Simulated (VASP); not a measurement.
# Al (C2/m) in VASP: single point with PBEsol

Aim: the single point of Al with PBEsol.

Program: VASP 6.6.1. These are calculated values, not measurements. Logs are shortened: lines on timing, memory, paths and dates and some standing lists are left out, and cuts for length are marked.

**1. The cell of the first run**

The structure is monoclinic, space group C2/m (No. 12). The conventional cell has a = 4.958 Å, b = 2.862 Å, c = 14.047 Å, α = 90.00°, β = 93.37°, γ = 90.00°. Al (site symmetry m) has 13 Al at 2.74 to 3.41 Å within 3.6 Å. Within 3.8 Å of Al (site symmetry m) lie 12 Al at 2.86 Å. Al (site symmetry m) has 12 Al at 2.86 Å within 3.8 Å.

**2. Single point, PBEsol (the part above a cut slid along it)**

File INCAR:

```
SYSTEM = Al
PREC = Accurate
ENCUT = 520
EDIFF = 1E-6
ISMEAR = 0
SIGMA = 0.15
LREAL = .False.
LASPH = .True.
NELM = 100
ALGO = Fast
ISIF = 2
LWAVE = .False.
LCHARG = .True.
GGA = PS
LELF = .True.
LVHAR = .True.
NBANDS = 18
ISYM = 0
```

File KPOINTS:

```
Automatic mesh
0
Gamma
  19 19 4
  0 0 0
```

File POSCAR:

```
Al
1.0
    2.0239800000     -2.0239800000      0.0000000000
    2.0239800000      0.0000000000     -2.0239800000
   10.4572300000      7.4212600000      6.4092700000
Al
6
Direct
    0.6388944444      0.5972361111      0.0833166667
   -0.3055500000     -0.7638750000      0.9166500000
    0.2500055556      0.1250138889      0.2499833333
    0.4722277778      0.1805694444      0.5833166667
   -0.1388833333     -0.3472083333      0.4166500000
    0.0833388889     -0.2916527778      0.7499833333
```

Potentials or basis: VASP PAW PBE potentials, release 64 (Al).

Run with:

```sh
cat potpaw_PBE.64/Al/POTCAR > POTCAR
mpirun -np 1 vasp_std > vasp.out
```

OUTCAR:

```text
SYSTEM = Al
   PREC = Accurate
   ENCUT = 520
   EDIFF = 1E-6
   ISMEAR = 0
   LREAL = .False.
   LASPH = .True.
   NELM = 100
   ISIF = 2
   GGA = PS
   ISYM = 0

 ion  position               nearest neighbor table
   1  0.639  0.597  0.083-   2 2.74   2 2.74   3 2.86   3 2.86   3 2.86
   2  0.694  0.236  0.917-   1 2.74   1 2.74   6 2.86   6 2.86   6 2.86
   3  0.250  0.125  0.250-   1 2.86   1 2.86   1 2.86   5 2.86   5 2.86   5 2.86
   4  0.472  0.181  0.583-   6 2.86   6 2.86   6 2.86   5 2.86   5 2.86   5 2.86
   5  0.861  0.653  0.417-   3 2.86   4 2.86   3 2.86   4 2.86   3 2.86   4 2.86
   6  0.083  0.708  0.750-   4 2.86   4 2.86   4 2.86   2 2.86   2 2.86   2 2.86

IMPORTANT INFORMATION: All symmetrisations will be switched off!
NOSYMM: (Re-)initialisation of all symmetry stuff for point group C_1.

----------------------------------------------------------------------------------------

                                     Primitive cell

  volume of cell :      99.4947

  direct lattice vectors                    reciprocal lattice vectors
     2.023980000 -2.023980000  0.000000000     0.150967675 -0.343108353  0.150967675
     2.023980000  0.000000000 -2.023980000     0.130381174  0.130381174 -0.363694854
    10.457230000  7.421260000  6.409270000     0.041173002  0.041173002  0.041173002

  length of vectors
     2.862339966  2.862339966 14.335532819     0.404111148  0.407765188  0.071313732

  position of ions in fractional coordinates (direct lattice)
     0.638894444  0.597236111  0.083316667
     0.694450000  0.236125000  0.916650000
     0.250005556  0.125013889  0.249983333
     0.472227778  0.180569444  0.583316667
     0.861116667  0.652791667  0.416650000
     0.083338889  0.708347222  0.749983333

  ion indices of the primitive-cell ions
   primitive index   ion index
                 1           1
                 2           2
                 3           3
                 4           4
                 5           5
                 6           6

----------------------------------------------------------------------------------------

 KPOINTS: Automatic mesh

Automatic generation of k-mesh.
 Grid dimensions read from file:
 generate k-points for:   19   19    4

 Generating k-lattice:

  Cartesian coordinates                     Fractional coordinates (reciprocal lattice)
     0.007945667 -0.018058334  0.007945667     0.052631579  0.000000000 -0.000000000
     0.006862167  0.006862167 -0.019141834     0.000000000  0.052631579  0.000000000
     0.010293251  0.010293251  0.010293251     0.000000000  0.000000000  0.250000000

  Length of vectors
     0.021269008  0.021461326  0.017828433
[... 78 lines left out ...]
   EDIFFG = 0.1E-04   stopping-criterion for IOM
   NSW    =      0    number of steps for IOM
   IBRION =     -1    ionic relax: 0-MD 1-quasi-New 2-CG
   NFREE  =      0    steps in history (QN), initial steepest desc. (CG)
   ISIF   =      2    stress and relaxation
   ISYM   =      0    0-nonsym 1-usesym 2-fastsym
   POTIM  = 0.5000    time-step for ionic-motion
   TEBEG  =    0.0;   TEEND  =   0.0 temperature during run
   PSTRESS=    0.0 pullay stress
   NELECT =      18.0000    total number of electrons
   NUPDOWN=      -1.0000    fix difference up-down
   EMIN   =  10.00;   EMAX   =-10.00  energy-range for DOS
   EFERMI =   0.00;   METHOD = LEGACY
   ISMEAR =     0;   SIGMA  =   0.15  broadening in eV -4-tet -1-fermi 0-gaus
   EFERMI_NEDOS =   21; number of points for ismear=-14 and -15
   IALGO  =     68    algorithm
   IMIX   =      4    mixing-type and parameters
     AMIX     =   0.40;   BMIX     =  1.00
     AMIX_MAG =   1.60;   BMIX_MAG =  1.00
  volume/ion in A,a.u.               =      16.58       111.90
  Fermi-wavevector in a.u.,A,eV,Ry     =   0.925903  1.749704 11.664236  0.857297
  Thomas-Fermi vector in A             =   2.051808
   LORBIT       =      0    0 simple, 1 ext, 2 COOP (PROOUT), +10 PAW based schemes
   GGA     = PS    functional components
   LHFCALC =     F    Hartree Fock is set to
   AEXX    =    0.0000 exact exchange contribution
   IVDW    =     0    specifies the selected vdW correction
   LEPSILON=     F    determine dielectric tensor
   LRPA    =     F    only Hartree local field effects (RPA)
 non-spin polarized calculation
 RMM-DIIS sequential band-by-band and
 Gauss-broadening in eV      SIGMA  =   0.15
  energy-cutoff  :      520.00
  volume of cell :       99.49
 maximum number of plane-waves:      2715
 NGX is ok and might be reduce to    24
   NGX = 11   NGY = 11   NGZ = 53

 number of electron      18.0000000 magnetization

 Free energy of the ion-electron system (eV)
  ---------------------------------------------------
  ext. energy  EPLUGINS =         0.00000000
  ---------------------------------------------------
  free energy    TOTEN  =       -24.47255609 eV

  energy without entropy =      -24.44257482  energy(sigma->0) =      -24.45756545

 E-fermi :   7.8950     XC(G=0): -10.2381

 val. band max:        7.8941545267   @ k =  -0.3684   0.2105   0.0000
 cond. band min:       7.8956122450   @ k =   0.4211   0.3684   0.5000
 fundamental gap:      0.0014577182
 Fermi energy:         7.8949841619

 k-point     1 :       0.0000    0.0000    0.0000
  band No.  band energies     occupation
      1      -3.1988      2.00000
      2      -2.4499      2.00000
      3      -2.4462      2.00000
      4      -0.2199      2.00000
      5      -0.2196      2.00000
      6       3.3194      2.00000
[... 481 lines left out ...]
      5       2.7309      2.00000
      6       5.8073      2.00000
[... 10 lines left out ...]
     17      13.4476      0.00000
     18      13.6714      0.00000

 [... further k-points ...]
[... 5 lines left out ...]
  --------------------------------------------------------------------------------------
  -------------------------------------------------------------------------------------
  Total       -0.9984931     -0.8188746     -0.8855758      0.1021372      0.1233178      0.0178855
  in kB      -16.0788781    -13.1864556    -14.2605547      1.6447299      1.9858042      0.2880130
  external PRESSURE =     -14.5086295 kB  Pullay stress =       0.0000000 kB

 VOLUME and BASIS-vectors are now :
 -----------------------------------------------------------------------------
  energy-cutoff  :      520.00
  volume of cell :       99.49
      direct lattice vectors                 reciprocal lattice vectors
     2.023980000 -2.023980000  0.000000000     0.150967675 -0.343108353  0.150967675
     2.023980000  0.000000000 -2.023980000     0.130381174  0.130381174 -0.363694854
    10.457230000  7.421260000  6.409270000     0.041173002  0.041173002  0.041173002

 POSITION                                       TOTAL-FORCE (eV/Angst)
 -----------------------------------------------------------------------------------
      3.37317     -0.67479     -0.67479         0.112430      0.147430      0.112448
     11.46909      5.39715      5.39715        -0.112379     -0.147379     -0.112397
      3.37317      1.34919      1.34919        -0.001599      0.039670     -0.001159
      7.42113      3.37317      3.37317         0.002049      0.014840      0.002585
      7.42113      1.34919      1.34919        -0.002102     -0.014893     -0.002639
      9.44511      5.39715      3.37317         0.001601     -0.039668      0.001161
 -----------------------------------------------------------------------------------
    total drift:                                0.000001      0.000000      0.000001

  FREE ENERGIE OF THE ION-ELECTRON SYSTEM (eV)
  ---------------------------------------------------
  free  energy   TOTEN  =       -24.4725560937 eV

  energy  without entropy=      -24.4425748151  energy(sigma->0) =      -24.45756545
```

It took 17 min on 1 thread of Intel Xeon 8259CL, shared host; peak memory 0.94 GiB.

Results:

```
Free energy            : -24.4726 eV
Pressure               : -1.5 GPa
Largest force          : 0.217 eV/Å
Band gap on the k mesh : zero (bands 9 and 10 overlap by 5.72 eV)
```

Forces on the atoms (eV/Å):
```
Al   0.112  0.147  0.112
Al  -0.112 -0.147 -0.112
Al  -0.002  0.040 -0.001
Al   0.002  0.015  0.003
Al  -0.002 -0.015 -0.003
Al   0.002 -0.040  0.001
```

Stress tensor (GPa, compression positive):
```
-1.61  0.16  0.03
 0.16 -1.32  0.20
 0.03  0.20 -1.43
```

Caveat: the cell differs from its parent crystal (the part above a cut slid along it); the PAW data sets were made with another functional, which shifts forces and pressure a little.
